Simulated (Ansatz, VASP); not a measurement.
# Be2C in VASP and in Ansatz

```
Be C
1.0
     2.15360    2.15360    0.00000
    -2.15360    2.15360    0.00000
     0.00000    2.15360    2.15360
Be C
2 1
Cartesian
  -1.0768 3.2304 1.0768
  1.0768 3.2304 1.0768
  0.0000 0.0000 0.0000
```

Alike in both runs: task single point; functional r2SCAN; k mesh 10 × 10 × 10; no spin polarisation.

|  | VASP | Ansatz |
| --- | --- | --- |
| version | VASP 6.6.1 | Ansatz 0.2.0 |
| potentials or method | VASP PAW PBE potentials, release 64 (Be, C) | PAW with Ansatz's default frozen-core files, scalar-relativistic |
| plane-wave cutoff (eV) | 660 | 500 |
| occupations | gaussian, width 0.01 eV | fixed |
| valence electrons in the cell | 8 | 8 |

|  | VASP | Ansatz | Ansatz less VASP |
| --- | --- | --- | --- |
| gap on the k mesh at the Fermi level (eV) | 1.53 | 1.54 | +0.005 |
| pressure (GPa) | 2.8 | 2.0 | -0.82 |

VASP's potentials were made for PBE, not for r2SCAN.
